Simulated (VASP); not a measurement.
# ScSbS3 (P4/mmm) in VASP: notebook

The runs below take ScSbS3 through single point, relaxation of cell and atoms, with PBE.

Everything below comes from runs of VASP 6.6.1. Logs are shortened: lines on timing, memory, paths and dates and some standing lists are left out, and cuts for length are marked.

### Step 1. The cell of the first run

The structure is tetragonal, space group P4/mmm (No. 123). Conventional cell: a = 4.043 Å, b = 4.043 Å, c = 8.015 Å, α = 90.00°, β = 90.00°, γ = 90.00°. Within 3.8 Å of Sc (site symmetry 4/mmm) lie 4 Sb at 2.86 Å and 8 S at 3.59 Å. Sb (site symmetry 4/mmm) has 2 S at 2.17 Å and 4 Sc at 2.86 Å within 2.9 Å. Within 2.4 Å of S (site symmetry 4mm) lie 1 S at 1.84 Å and 1 Sb at 2.17 Å. Within 2.4 Å of S (site symmetry 4/mmm) lie 2 S at 1.84 Å.

### Step 2. Single point, PBE

INCAR reads:

```
ALGO = Normal
EDIFF = 1E-6
ENCUT = 520
GGA = PE
ISIF = 2
ISMEAR = 0
LASPH = True
LCHARG = False
LREAL = False
LWAVE = False
NBANDS = 25
NELM = 60
PREC = Accurate
SIGMA = 0.1
```

KPOINTS reads:

```
k-points
0
Gamma
  4 4 2
```

POSCAR reads:

```
ScSbS3
1.0
    4.0430436000      0.0000000000      0.0000000000
    0.0000000000      4.0430436000      0.0000000000
    0.0000000000      0.0000000000      8.0147532700
Sc Sb S
1 1 3
Direct
    0.0000000000      0.0000000000      0.5000000000
    0.5000000000      0.5000000000      0.5000000000
    0.5000000000      0.5000000000      0.7710198300
    0.5000000000      0.5000000000      0.2289801700
    0.5000000000      0.5000000000      0.0000000000
```

Potentials or basis: VASP PAW PBE potentials, release 64 (Sc_sv, Sb, S).

On the command line:

```bash
cat potpaw_PBE.64/Sc_sv/POTCAR potpaw_PBE.64/Sb/POTCAR potpaw_PBE.64/S/POTCAR > POTCAR
mpirun -np 1 vasp_std > vasp.out
```

OUTCAR:

```text
EDIFF = 1E-6
   ENCUT = 520
   GGA = PE
   ISIF = 2
   ISMEAR = 0
   LASPH = True
   LREAL = False
   NELM = 60
   PREC = Accurate

 ion  position               nearest neighbor table
   1  0.000  0.000  0.500-   2 2.86   2 2.86   2 2.86   2 2.86
   2  0.500  0.500  0.500-   3 2.17   4 2.17   1 2.86   1 2.86   1 2.86   1 2.86
   3  0.500  0.500  0.771-   5 1.84   2 2.17
   4  0.500  0.500  0.229-   5 1.84   2 2.17
   5  0.500  0.500  0.000-   3 1.84   4 1.84

  LATTYP: Found a simple tetragonal cell.
 ALAT       =     4.0430436000
 C/A-ratio  =     1.9823563787

  Lattice vectors:

 A1 = (   4.0430436000,   0.0000000000,   0.0000000000)
 A2 = (   0.0000000000,   4.0430436000,   0.0000000000)
 A3 = (   0.0000000000,   0.0000000000,   8.0147532700)

Analysis of symmetry for initial positions (statically):
=====================================================================
 Subroutine PRICEL returns:
 Original cell was already a primitive cell.

 Routine SETGRP: Setting up the symmetry group for a
 simple tetragonal supercell.

 Subroutine GETGRP returns: Found 16 space group operations
 (whereof 16 operations were pure point group operations)
 out of a pool of 16 trial point group operations.

The static configuration has the point symmetry D_4h.

Analysis of symmetry for dynamics (positions and initial velocities):
=====================================================================
 Subroutine PRICEL returns:
 Original cell was already a primitive cell.

 Routine SETGRP: Setting up the symmetry group for a
 simple tetragonal supercell.

 Subroutine GETGRP returns: Found 16 space group operations
 (whereof 16 operations were pure point group operations)
 out of a pool of 16 trial point group operations.

The dynamic configuration has the point symmetry D_4h.

 Subroutine INISYM returns: Found 16 space group operations
 (whereof 16 operations are pure point group operations),
 and found     1 'primitive' translations

----------------------------------------------------------------------------------------

                                     Primitive cell

  volume of cell :     131.0108

  direct lattice vectors                    reciprocal lattice vectors
     4.043043600  0.000000000  0.000000000     0.247338416  0.000000000  0.000000000
     0.000000000  4.043043600  0.000000000     0.000000000  0.247338416  0.000000000
     0.000000000  0.000000000  8.014753270     0.000000000  0.000000000  0.124769904

  length of vectors
     4.043043600  4.043043600  8.014753270     0.247338416  0.247338416  0.124769904
[... 76 lines left out ...]
   EDIFFG = 0.1E-04   stopping-criterion for IOM
   NSW    =      0    number of steps for IOM
   IBRION =     -1    ionic relax: 0-MD 1-quasi-New 2-CG
   NFREE  =      0    steps in history (QN), initial steepest desc. (CG)
   ISIF   =      2    stress and relaxation
   ISYM   =      2    0-nonsym 1-usesym 2-fastsym
   POTIM  = 0.5000    time-step for ionic-motion
   TEBEG  =    0.0;   TEEND  =   0.0 temperature during run
   PSTRESS=    0.0 pullay stress
   NELECT =      34.0000    total number of electrons
   NUPDOWN=      -1.0000    fix difference up-down
   EMIN   =  10.00;   EMAX   =-10.00  energy-range for DOS
   EFERMI =   0.00;   METHOD = LEGACY
   ISMEAR =     0;   SIGMA  =   0.10  broadening in eV -4-tet -1-fermi 0-gaus
   EFERMI_NEDOS =   21; number of points for ismear=-14 and -15
   IALGO  =     38    algorithm
   IMIX   =      4    mixing-type and parameters
     AMIX     =   0.40;   BMIX     =  1.00
     AMIX_MAG =   1.60;   BMIX_MAG =  1.00
  volume/ion in A,a.u.               =      26.20       176.82
  Fermi-wavevector in a.u.,A,eV,Ry     =   1.044236  1.973321 14.836194  1.090430
  Thomas-Fermi vector in A             =   2.178980
   LORBIT       =      0    0 simple, 1 ext, 2 COOP (PROOUT), +10 PAW based schemes
   GGA     = PE    functional components
   LHFCALC =     F    Hartree Fock is set to
   AEXX    =    0.0000 exact exchange contribution
   IVDW    =     0    specifies the selected vdW correction
   LEPSILON=     F    determine dielectric tensor
   LRPA    =     F    only Hartree local field effects (RPA)
 non-spin polarized calculation
 Gauss-broadening in eV      SIGMA  =   0.10
  energy-cutoff  :      520.00
  volume of cell :      131.01
 maximum number of plane-waves:      3549
   NGX = 15   NGY = 15   NGZ = 29

 number of electron      33.9999999 magnetization

 Free energy of the ion-electron system (eV)
  ---------------------------------------------------
  ext. energy  EPLUGINS =         0.00000000
  ---------------------------------------------------
  free energy    TOTEN  =       -17.64839931 eV

  energy without entropy =      -17.63533117  energy(sigma->0) =      -17.64186524

 E-fermi :   4.7324     XC(G=0):  -8.4860

 val. band max:        4.7010374183   @ k =   0.0000   0.0000   0.5000
 cond. band min:       4.7422173559   @ k =   0.0000   0.0000   0.0000
 fundamental gap:      0.0411799376
 Fermi energy:         4.7324426538

 k-point     1 :       0.0000    0.0000    0.0000
  band No.  band energies     occupation
      1     -45.9587      2.00000
      2     -24.7671      2.00000
      3     -24.5430      2.00000
      4     -24.5430      2.00000
      5     -13.4004      2.00000
      6     -11.2271      2.00000
[... 325 lines left out ...]
     24       6.9811      0.00000
     25       7.2215      0.00000

------------------------ aborting loop because EDIFF is reached ----------------------------------------

  FORCE on cell =-STRESS in cart. coord.  units (eV):
  Direction    XX          YY          ZZ          XY          YZ          ZX
  --------------------------------------------------------------------------------------
  -------------------------------------------------------------------------------------
  Total        0.0565947      0.0565947     56.5250279      0.0000000     -0.0000000     -0.0000000
  in kB        0.6921167      0.6921167    691.2646698      0.0000000     -0.0000000     -0.0000000
  external PRESSURE =     230.8829678 kB  Pullay stress =       0.0000000 kB

 VOLUME and BASIS-vectors are now :
 -----------------------------------------------------------------------------
  energy-cutoff  :      520.00
  volume of cell :      131.01
      direct lattice vectors                 reciprocal lattice vectors
     4.043043600  0.000000000  0.000000000     0.247338416  0.000000000  0.000000000
     0.000000000  4.043043600  0.000000000     0.000000000  0.247338416  0.000000000
     0.000000000  0.000000000  8.014753270     0.000000000  0.000000000  0.124769904

 POSITION                                       TOTAL-FORCE (eV/Angst)
 -----------------------------------------------------------------------------------
      0.00000      0.00000      4.00738         0.000000     -0.000000      0.000000
      2.02152      2.02152      4.00738         0.000000     -0.000000      0.000000
      2.02152      2.02152      6.17953         0.000000      0.000000     -0.446439
      2.02152      2.02152      1.83522         0.000000     -0.000000      0.446439
      2.02152      2.02152      0.00000         0.000000     -0.000000      0.000000
 -----------------------------------------------------------------------------------
    total drift:                                0.000000      0.000000      0.000000

  FREE ENERGIE OF THE ION-ELECTRON SYSTEM (eV)
  ---------------------------------------------------
  free  energy   TOTEN  =       -17.6483993050 eV

  energy  without entropy=      -17.6353311723  energy(sigma->0) =      -17.64186524
```

stdout:

```text
POSCAR found type information on POSCAR ScSbS
 POSCAR found :  3 types and       5 ions
 scaLAPACK will be used
 LDA part: xc-table for (Slater+PW92), standard interpolation
 POSCAR, INCAR and KPOINTS ok, starting setup
 FFT: planning ... GRIDC
 FFT: planning ... GRID_SOFT
 FFT: planning ... GRID
 WAVECAR not read
 entering main loop
```

Wall time 53 s (1 thread of Intel Xeon Platinum 8488C (Sapphire Rapids), shared host); peak memory 0.23 GiB.

Results:

* Free energy: -17.6484 eV
* Pressure: 23.1 GPa
* Largest force: 0.446 eV/Å
* Band gap on the k mesh: zero (band 17 reaches 5.32 eV, above the bottom of band 18 at 2.95 eV)

Forces in eV/Å, atoms in the order of the input:
```
Sc   0.000  0.000  0.000
Sb   0.000  0.000  0.000
S    0.000  0.000 -0.446
S    0.000  0.000  0.446
S    0.000  0.000  0.000
```

Stress tensor (GPa, compression positive):
```
 0.07  0.00  0.00
 0.00  0.07  0.00
 0.00  0.00 69.13
```

Caveat: the k points lie up to 0.39 Å⁻¹ apart; spin-orbit coupling is left out, which moves the levels of the heavy elements.

(Part 1 of 2 ends here.)
